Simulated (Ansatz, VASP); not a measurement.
Two plane-wave programs on Ru

Contents of INCAR:

```
PREC     = Accurate       # precision mode
ENCUT    = 600            # plane-wave cutoff, eV
EDIFF    = 1E-6           # SCF threshold, eV
ISMEAR   = 0              # smearing method
SIGMA    = 0.1            # smearing width, eV
LREAL    = F              # projectors in reciprocal space
LASPH    = T              # aspherical terms in the spheres
NELM     = 80             # most SCF steps
ALGO     = Normal         # electronic algorithm
ISIF     = 3              # what is computed and relaxed
LWAVE    = F              # write WAVECAR
LCHARG   = F              # write CHGCAR
GGA      = PE             # functional
IBRION   = 2              # ionic algorithm
NSW      = 100            # ionic steps
EDIFFG   = -0.05          # ionic threshold
```

The input KPOINTS:

```
Automatic mesh
0
Gamma
  10 10 10
```

Contents of POSCAR:

```
Ru
1.0
   -1.4615672100      1.4615672100      1.4615672100
    1.4615672100     -1.4615672100      1.4615672100
    1.4615672100      1.4615672100     -1.4615672100
Ru
1
Direct
    0.0000000000      0.0000000000      0.0000000000
```

Input for Ansatz:

```yaml
crystal:
  lattice:
    - [-1.46156721, 1.46156721, 1.46156721]
    - [1.46156721, -1.46156721, 1.46156721]
    - [1.46156721, 1.46156721, -1.46156721]
  atoms:
    - { symbol: Ru, position: [0.0, 0.0, 0.0] }
basis:
  ecutwfc: 420
kpoints:
  mp_grid: { grid: [10, 10, 10] }
hamiltonian:
  xc: pbe
scf:
  occupations: { method: gaussian, width: 0.1 }
output:
  forces: true
  stress: true
  eigenvalues: true
relax:
  adjacent_minimum: "off"
  f_tol: 0.05
  max_steps: 80
  cell: { stress_tol: 0.5 }
```

Alike in both runs: task relaxation of cell and atoms; functional PBE; k mesh 10 × 10 × 10; occupations gaussian, width 0.1 eV; no spin polarisation.

|  | VASP | Ansatz |
| --- | --- | --- |
| version | VASP 6.6.1 | Ansatz 0.2.0 |
| potentials or method | VASP PAW PBE potentials, release 64 (Ru_pv), cutoff 600 eV | scalar-relativistic, plane waves, PAW |
| valence electrons in the cell | 14 | 16 |

Ansatz gave:

| Property | Result |
| --- | --- |
| gap on the k mesh at the Fermi level, each at its own relaxed structure (eV) | none |
| relaxed volume (Å³/atom) | 14.23 |
| relaxed cell length with the largest relative difference (Å) | 2.644 |

Which values does VASP return?

gap on the k mesh at the Fermi level, each at its own relaxed structure (eV): none; relaxed volume (Å³/atom): 14.22; relaxed cell length with the largest relative difference (Å): 2.644.

A gap of «none» marks a metal or a gap that the smearing closes. VASP's potentials hold 14 valence electrons a cell and Ansatz's 16, so a difference there can come from the potentials and not from the codes.
